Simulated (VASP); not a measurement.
TiMnClO4, 14 atoms in the cell. The structure is tetragonal, space group P4/nmm (No. 129). Conventional cell: a = 6.634 Å, b = 6.634 Å, c = 5.050 Å, α = 90.00°, β = 90.00°, γ = 90.00°. Within 2.3 Å of Ti (site symmetry -4m2) lie 4 O at 1.75 Å. Within 2.3 Å of O (site symmetry m) lie 1 Ti at 1.75 Å and 1 Mn at 1.95 Å. Cl (site symmetry 4mm) has 2 Mn at 2.22 to 2.83 Å within 2.9 Å. Within 2.6 Å of Mn (site symmetry 4mm) lie 4 O at 1.95 Å and 1 Cl at 2.22 Å. 

* Program: VASP 6.6.1
* Task: single point
* Functional: LDA
* Potentials or basis: VASP PAW LDA potentials, release 64 (Ti_sv, O, Cl, Mn_pv)
* Cutoff: 520 eV
* k mesh: 5 × 5 × 7
* Occupations: fermi-dirac, width 0.1 eV
* Spin: no spin polarisation
* Dipole correction: no
* Further INCAR settings: ALGO = Fast; EDIFF = 1e-06; NBANDS = 69

Potentials or basis: VASP PAW LDA potentials, release 64 (Ti_sv, O, Cl, Mn_pv).

Launch:

```console
$ cat potpaw_LDA.64/Ti_sv/POTCAR potpaw_LDA.64/O/POTCAR potpaw_LDA.64/Cl/POTCAR potpaw_LDA.64/Mn_pv/POTCAR > POTCAR
$ mpirun -np 1 vasp_std > vasp.out
```

Hardware: 1 thread of Intel(R) Xeon(R) Platinum 8488C (Sapphire Rapids) (shared host).

Question: How long does it take, and how much memory?

Answer: Run time: 11 min on 1 thread of Intel(R) Xeon(R) Platinum 8488C (Sapphire Rapids), with other jobs on the host, peak memory 0.44 GiB. Counts: scf iterations 34, k points 24.
